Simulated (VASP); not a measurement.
Here is a VASP 6.6.1 calculation.

INCAR

```
SYSTEM = BeS
  PREC = Accurate
  ENCUT = 600
  EDIFF = 1E-6
  ISMEAR = -1
  SIGMA = 0.03
  LREAL = .False.
  LASPH = .True.
  NELM = 60
  ALGO = Normal
  ISIF = 3
  LWAVE = .False.
  LCHARG = .False.
  GGA = PS
  IBRION = 2
  NSW = 100
  EDIFFG = -0.01
```

File KPOINTS:

```
Automatic mesh
0
Gamma
  8 8 8
  0 0 0
```

Contents of POSCAR:

```
BeS
1.0
    0.0000000000      2.4351516500      2.4351516500
    2.4351516500      0.0000000000      2.4351516500
    2.4351516500      2.4351516500      0.0000000000
Be S
1 1
Direct
    0.0000000000      0.0000000000      0.0000000000
    0.5000000000      0.5000000000      0.5000000000
```

Potentials or basis: VASP PAW PBE potentials, release 64 (Be, S).

The run is started by

```console
$ cat potpaw_PBE.64/Be/POTCAR potpaw_PBE.64/S/POTCAR > POTCAR
$ mpirun -np 1 vasp_std > vasp.out
```

(1) Estimate the relaxed cell.

(2) Estimate the relaxed volume.

(3) Predict the space group after relaxing (to 0.05 Å).

Results:

(1) a = 3.247 Å, b = 3.247 Å, c = 3.247 Å, α = 60.00°, β = 60.00°, γ = 60.00°.

(2) 12.10 Å³/atom.

(3) Fm-3m (No. 225).

Caveat: the volume moved by over 15 % at a fixed basis, so the end points are rough; the PAW data sets were made with another functional, which shifts forces and pressure a little.
